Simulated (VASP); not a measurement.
# TlTe3P (P6_3/mmc) in VASP: single point with PBE

Aim: the single point of TlTe3P with PBE.

Program: VASP 6.6.1. These are calculated values, not measurements. Logs are shortened: lines on timing, memory, paths and dates and some standing lists are left out, and cuts for length are marked.

## 1. The cell of the first run

It takes space group P6_3/mmc (No. 194, hexagonal). Conventional cell: a = 7.245 Å, b = 7.245 Å, c = 6.592 Å, α = 90.00°, β = 90.00°, γ = 120.00°. Within 4.8 Å of Tl (site symmetry -6m2) lie 12 Te at 3.62 to 3.86 Å and 6 P at 4.50 Å. Te (site symmetry mm2) has 2 P at 2.73 Å and 8 Te at 3.48 to 3.95 Å and 4 Tl at 3.62 to 3.86 Å within 4.0 Å. P (site symmetry -3m) has 6 Te at 2.73 Å and 2 P at 3.30 Å within 3.6 Å.

## 2. Single point, PBE

INCAR reads:

```
SYSTEM = TlTe3P
ALGO = Normal
EDIFF = 1E-7
ENCUT = 520
GGA = PE
ISIF = 2
ISMEAR = 0
LASPH = .TRUE.
LCHARG = .TRUE.
LELF = .TRUE.
LREAL = .FALSE.
LVHAR = .TRUE.
LWAVE = .FALSE.
NBANDS = 47
NELM = 60
PREC = Accurate
SIGMA = 0.1
```

KPOINTS reads:

```
k-points
0
G
  6 6 6
  0 0 0
```

POSCAR reads:

```
TlTe3P
1.0
    7.2451922462      0.0000000000      0.0000000000
   -3.6225961231      6.2745205405      0.0000000000
    0.0000000000      0.0000000000      6.5923485073
Tl Te P
2 6 2
Direct
    0.3333333333      0.6666666667      0.7500000000
    0.6666666667      0.3333333333      0.2500000000
    0.1731896261      0.3463792521      0.2500000000
    0.8268103739      0.1731896261      0.7500000000
    0.8268103739      0.6536207479      0.7500000000
    0.1731896261      0.8268103739      0.2500000000
    0.6536207479      0.8268103739      0.2500000000
    0.3463792521      0.1731896261      0.7500000000
    0.0000000000      0.0000000000      0.5000000000
    0.0000000000      0.0000000000      0.0000000000
```

Potentials or basis: VASP PAW PBE potentials, release 64 (Tl_d, Te, P).

On the command line:

```bash
$ cat potpaw_PBE.64/Tl_d/POTCAR potpaw_PBE.64/Te/POTCAR potpaw_PBE.64/P/POTCAR > POTCAR
$ mpirun -np 1 vasp_std > vasp.out
```

OUTCAR:

```text
SYSTEM = TlTe3P
   EDIFF = 1E-7
   ENCUT = 520
   GGA = PE
   ISIF = 2
   ISMEAR = 0
   LASPH = .TRUE.
   LREAL = .FALSE.
   NELM = 60
   PREC = Accurate

 ion  position               nearest neighbor table
   1  0.333  0.667  0.750-   8 3.62   4 3.62   4 3.62   8 3.62   5 3.62   5 3.62   6 3.86   6 3.86
                             3 3.86   3 3.86   7 3.86   7 3.86
   2  0.667  0.333  0.250-   7 3.62   6 3.62   6 3.62   7 3.62   3 3.62   3 3.62   4 3.86   4 3.86
                             5 3.86   5 3.86   8 3.86   8 3.86
   3  0.173  0.346  0.250-   9 2.73  10 2.73   6 3.48   7 3.48   2 3.62   2 3.62   1 3.86   1 3.86

   4  0.827  0.173  0.750-   9 2.73  10 2.73   5 3.48   8 3.48   1 3.62   1 3.62   2 3.86   2 3.86

   5  0.827  0.654  0.750-   9 2.73  10 2.73   4 3.48   8 3.48   1 3.62   1 3.62   2 3.86   2 3.86

   6  0.173  0.827  0.250-   9 2.73  10 2.73   3 3.48   7 3.48   2 3.62   2 3.62   1 3.86   1 3.86

   7  0.654  0.827  0.250-   9 2.73  10 2.73   3 3.48   6 3.48   2 3.62   2 3.62   1 3.86   1 3.86

   8  0.346  0.173  0.750-   9 2.73  10 2.73   5 3.48   4 3.48   1 3.62   1 3.62   2 3.86   2 3.86

   9  0.000  0.000  0.500-   3 2.73   5 2.73   7 2.73   8 2.73   4 2.73   6 2.73
  10  0.000  0.000  0.000-   3 2.73   5 2.73   7 2.73   8 2.73   4 2.73   6 2.73

  LATTYP: Found a hexagonal cell.
 ALAT       =     7.2451922462
 C/A-ratio  =     0.9098928342

  Lattice vectors:

 A1 = (   7.2451922462,   0.0000000000,   0.0000000000)
 A2 = (  -3.6225961231,   6.2745205405,   0.0000000000)
 A3 = (   0.0000000000,   0.0000000000,   6.5923485073)

Analysis of symmetry for initial positions (statically):
=====================================================================
 Subroutine PRICEL returns:
 Original cell was already a primitive cell.

 Routine SETGRP: Setting up the symmetry group for a
 hexagonal supercell.

 Subroutine GETGRP returns: Found 24 space group operations
 (whereof 12 operations were pure point group operations)
 out of a pool of 24 trial point group operations.

The static configuration has the point symmetry D_3d.
 The point group associated with its full space group is D_6h.

Analysis of symmetry for dynamics (positions and initial velocities):
=====================================================================
 Subroutine PRICEL returns:
 Original cell was already a primitive cell.

 Routine SETGRP: Setting up the symmetry group for a
 hexagonal supercell.

 Subroutine GETGRP returns: Found 24 space group operations
 (whereof 12 operations were pure point group operations)
 out of a pool of 24 trial point group operations.

The dynamic configuration has the point symmetry D_3d.
 The point group associated with its full space group is D_6h.

 Subroutine INISYM returns: Found 24 space group operations
 (whereof 12 operations are pure point group operations),
 and found     1 'primitive' translations

----------------------------------------------------------------------------------------

                                     Primitive cell

  volume of cell :     299.6889

  direct lattice vectors                    reciprocal lattice vectors
     7.245192246  0.000000000  0.000000000     0.138022563  0.079687364  0.000000000
    -3.622596123  6.274520541  0.000000000     0.000000000  0.159374727  0.000000000
     0.000000000  0.000000000  6.592348507     0.000000000  0.000000000  0.151691009

  length of vectors
     7.245192246  7.245192246  6.592348507     0.159374727  0.159374727  0.151691009

  position of ions in fractional coordinates (direct lattice)
     0.333333333  0.666666667  0.750000000
     0.666666667  0.333333333  0.250000000
     0.173189626  0.346379252  0.250000000
     0.826810374  0.173189626  0.750000000
     0.826810374  0.653620748  0.750000000
     0.173189626  0.826810374  0.250000000
     0.653620748  0.826810374  0.250000000
     0.346379252  0.173189626  0.750000000
     0.000000000  0.000000000  0.500000000
     0.000000000  0.000000000  0.000000000

  ion indices of the primitive-cell ions
   primitive index   ion index
                 1           1
                 2           2
                 3           3
                 4           4
                 5           5
                 6           6
                 7           7
                 8           8
                 9           9
                10          10

----------------------------------------------------------------------------------------

 KPOINTS: k-points

Automatic generation of k-mesh.
 Grid dimensions read from file:
 generate k-points for:    6    6    6

 Generating k-lattice:

  Cartesian coordinates                     Fractional coordinates (reciprocal lattice)
     0.023003760  0.013281227  0.000000000     0.166666667  0.000000000  0.000000000
     0.000000000  0.026562455  0.000000000     0.000000000  0.166666667  0.000000000
     0.000000000  0.000000000  0.025281835     0.000000000  0.000000000  0.166666667

  Length of vectors
     0.026562455  0.026562455  0.025281835

  Shift w.r.t. Gamma in fractional coordinates (k-lattice)
     0.000000000  0.000000000  0.000000000

 Subroutine IBZKPT returns following result:
 ===========================================

 Found     28 irreducible k-points:

 Following reciprocal coordinates:
            Coordinates               Weight
  0.000000  0.000000  0.000000      1.000000
  0.166667  0.000000  0.000000      6.000000
  0.333333 -0.000000  0.000000      6.000000
  0.500000  0.000000  0.000000      3.000000
  0.166667  0.166667  0.000000      6.000000
  0.333333  0.166667  0.000000     12.000000
[... 16 lines left out ...]
  0.166667  0.000000  0.500000      6.000000
  0.333333 -0.000000  0.500000      6.000000
 [... further k-points ...]
   k-points           NKPTS =     28   k-points in BZ     NKDIM =     28   number of bands    NBANDS=     47
   number of dos      NEDOS =    301   number of ions     NIONS =     10
   total plane-waves  NPLWV = 145800
   dimension x,y,z NGX =    54 NGY =   54 NGZ =   50
   dimension x,y,z NGXF=   108 NGYF=  108 NGZF=  100
   ions per type =               2   6   2
   NGX,Y,Z   is equivalent  to a cutoff of  12.39, 12.39, 12.61 a.u.
   NGXF,Y,Z  is equivalent  to a cutoff of  24.78, 24.78, 25.22 a.u.
 SYSTEM =  TlTe3P
   PREC   = accura    normal or accurate (medium, high low for compatibility)
   ISTART =      0    job   : 0-new  1-cont  2-samecut
   ICHARG =      2    charge: 1-file 2-atom 10-const
   ISPIN  =      1    spin polarized calculation?
   LNONCOLLINEAR =      F non collinear calculations
   LSORBIT =      F    spin-orbit coupling
   LASPH  =      T    aspherical Exc in radial PAW
   ENCUT  =  520.0 eV  38.22 Ry    6.18 a.u.  13.47 13.47 12.26*2*pi/ulx,y,z
   NELM   =     60;   NELMIN=  2; NELMDL= -5     # of ELM steps
   EDIFF  = 0.1E-06   stopping-criterion for ELM
   LREAL  =      F    real-space projection
   EDIFFG = 0.1E-05   stopping-criterion for IOM
   NSW    =      0    number of steps for IOM
   IBRION =     -1    ionic relax: 0-MD 1-quasi-New 2-CG
   NFREE  =      0    steps in history (QN), initial steepest desc. (CG)
   ISIF   =      2    stress and relaxation
   ISYM   =      2    0-nonsym 1-usesym 2-fastsym
   POTIM  = 0.5000    time-step for ionic-motion
   TEBEG  =    0.0;   TEEND  =   0.0 temperature during run
   PSTRESS=    0.0 pullay stress
   NELECT =      72.0000    total number of electrons
   NUPDOWN=      -1.0000    fix difference up-down
   EMIN   =  10.00;   EMAX   =-10.00  energy-range for DOS
   EFERMI =   0.00;   METHOD = LEGACY
   ISMEAR =     0;   SIGMA  =   0.10  broadening in eV -4-tet -1-fermi 0-gaus
   EFERMI_NEDOS =   21; number of points for ismear=-14 and -15
   IALGO  =     38    algorithm
   IMIX   =      4    mixing-type and parameters
     AMIX     =   0.40;   BMIX     =  1.00
     AMIX_MAG =   1.60;   BMIX_MAG =  1.00
  volume/ion in A,a.u.               =      29.97       202.24
  Fermi-wavevector in a.u.,A,eV,Ry     =   1.017721  1.923214 14.092320  1.035756
  Thomas-Fermi vector in A             =   2.151138
   LORBIT       =      0    0 simple, 1 ext, 2 COOP (PROOUT), +10 PAW based schemes
   GGA     = PE    functional components
   LHFCALC =     F    Hartree Fock is set to
   AEXX    =    0.0000 exact exchange contribution
   IVDW    =     0    specifies the selected vdW correction
   LEPSILON=     F    determine dielectric tensor
   LRPA    =     F    only Hartree local field effects (RPA)
 non-spin polarized calculation
 Gauss-broadening in eV      SIGMA  =   0.10
  energy-cutoff  :      520.00
  volume of cell :      299.69
 maximum number of plane-waves:      8112
 NGX is ok and might be reduce to    54
   NGX = 27   NGY = 27   NGZ = 25

 number of electron      71.9999999 magnetization

 Free energy of the ion-electron system (eV)
  ---------------------------------------------------
  ext. energy  EPLUGINS =         0.00000000
  ---------------------------------------------------
  free energy    TOTEN  =       -33.18385507 eV

  energy without entropy =      -33.13407468  energy(sigma->0) =      -33.15896488

 E-fermi :   5.7055     XC(G=0):  -9.4140

 val. band max:        5.7009549387   @ k =   0.1667   0.0000   0.5000
 cond. band min:       5.7115863107   @ k =   0.3333  -0.0000   0.1667
 fundamental gap:      0.0106313719
 Fermi energy:         5.7055209101

 k-point     1 :       0.0000    0.0000    0.0000
  band No.  band energies     occupation
      1      -7.9939      2.00000
      2      -5.8289      2.00000
      3      -5.4028      2.00000
      4      -5.4028      2.00000
      5      -5.2171      2.00000
      6      -5.2171      2.00000
[... 39 lines left out ...]
     46      10.0577      0.00000
     47      10.2662      0.00000
[... 1148 lines left out ...]
     46       9.0513      0.00000
     47       9.5271      0.00000

 [... further k-points ...]

------------------------ aborting loop because EDIFF is reached ----------------------------------------

  FORCE on cell =-STRESS in cart. coord.  units (eV):
  Direction    XX          YY          ZZ          XY          YZ          ZX
  --------------------------------------------------------------------------------------
  -------------------------------------------------------------------------------------
  Total       -0.0640613     -0.0640613     -0.0722989      0.0000000      0.0000000      0.0000000
  in kB       -0.3424803     -0.3424803     -0.3865197      0.0000000      0.0000000      0.0000000
  external PRESSURE =      -0.3571601 kB  Pullay stress =       0.0000000 kB

 VOLUME and BASIS-vectors are now :
 -----------------------------------------------------------------------------
  energy-cutoff  :      520.00
  volume of cell :      299.69
      direct lattice vectors                 reciprocal lattice vectors
     7.245192246  0.000000000  0.000000000     0.138022563  0.079687364  0.000000000
    -3.622596123  6.274520541  0.000000000     0.000000000  0.159374727  0.000000000
     0.000000000  0.000000000  6.592348507     0.000000000  0.000000000  0.151691009

 POSITION                                       TOTAL-FORCE (eV/Angst)
 -----------------------------------------------------------------------------------
     -0.00000      4.18301      4.94426         0.000000      0.000000     -0.000000
      3.62260      2.09151      1.64809        -0.000000      0.000000     -0.000000
      0.00000      2.17336      1.64809        -0.000000      0.001001      0.000000
      5.36300      1.08668      4.94426        -0.000867      0.000501     -0.000000
      3.62260      4.10116      4.94426         0.000000     -0.001001     -0.000000
     -1.74041      5.18784      1.64809         0.000867     -0.000501      0.000000
      1.74041      5.18784      1.64809        -0.000867     -0.000501     -0.000000
      1.88219      1.08668      4.94426         0.000867      0.000501     -0.000000
      0.00000      0.00000      3.29617        -0.000000      0.000000     -0.000000
      0.00000      0.00000      0.00000        -0.000000      0.000000     -0.000000
 -----------------------------------------------------------------------------------
    total drift:                               -0.000000      0.000000     -0.000000

  FREE ENERGIE OF THE ION-ELECTRON SYSTEM (eV)
  ---------------------------------------------------
  free  energy   TOTEN  =       -33.1838550738 eV

  energy  without entropy=      -33.1340746836  energy(sigma->0) =      -33.15896488
```

Wall time 3.7 min (1 thread of Intel Xeon 6975P-C (Granite Rapids), shared host); peak memory 0.59 GiB.

Results:

* Free energy: -33.1839 eV
* Pressure: 0.0 GPa
* Band gap on the k mesh: zero (bands 36 and 37 overlap by 1.10 eV)

Levels at points of the mesh, in eV from the Fermi level:
| k point | band 34 | band 35 | band 36 | band 37 | band 38 | band 39 |
| --- | --- | --- | --- | --- | --- | --- |
| (0.00, 0.00, 0.00) | -0.91 | -0.15 | 0.45 | 0.45 | 0.71 | 1.02 |
| (0.50, 0.00, 0.00) | -0.63 | -0.58 | -0.10 | 0.21 | 0.68 | 1.10 |
| (0.00, 0.00, 0.50) | -0.49 | -0.44 | -0.44 | 0.37 | 0.37 | 1.35 |
| (0.50, 0.00, 0.50) | -0.45 | -0.13 | -0.13 | -0.01 | -0.01 | 1.68 |

Caveat: spin-orbit coupling is left out, which moves the levels of the heavy elements.
